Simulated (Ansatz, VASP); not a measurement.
# Ge4H: VASP beside Ansatz

```
Ge H
1.0
     4.03036    0.00000    0.00000
     0.00000    4.03036    0.00000
     0.00000    0.00000   21.64166
Ge H
4 1
Direct
  0.00000 0.50000 0.18483
  0.00000 0.00000 0.25067
  0.50000 0.00000 0.31966
  0.50000 0.50000 0.38544
  0.75000 0.75000 0.53793
```

Alike in both runs: task single point; functional PBE; dispersion D3(BJ); k mesh 7 × 7 × 1; occupations gaussian, width 0.1 eV; no spin polarisation.

```csv
,VASP,Ansatz
version,VASP 6.6.1,Ansatz 0.2.0
potentials or method,"VASP PAW PBE potentials, release 64 (Ge_d, H), cutoff 520 eV","scalar-relativistic, plane waves, PAW"
valence electrons in the cell,57,57
```

|  | VASP | Ansatz | Ansatz less VASP |
| --- | --- | --- | --- |
| gap on the k mesh at the Fermi level (eV) | none | none | - |
| rms of the force components (eV/Å) | 0.176 | 0.175 | -0.0007 |

Atom by atom the forces differ by 0.002 eV/Å (rms over components). A gap of «none» marks a metal or a gap that the smearing closes. Ansatz's warnings: xc potential rough in thin density.
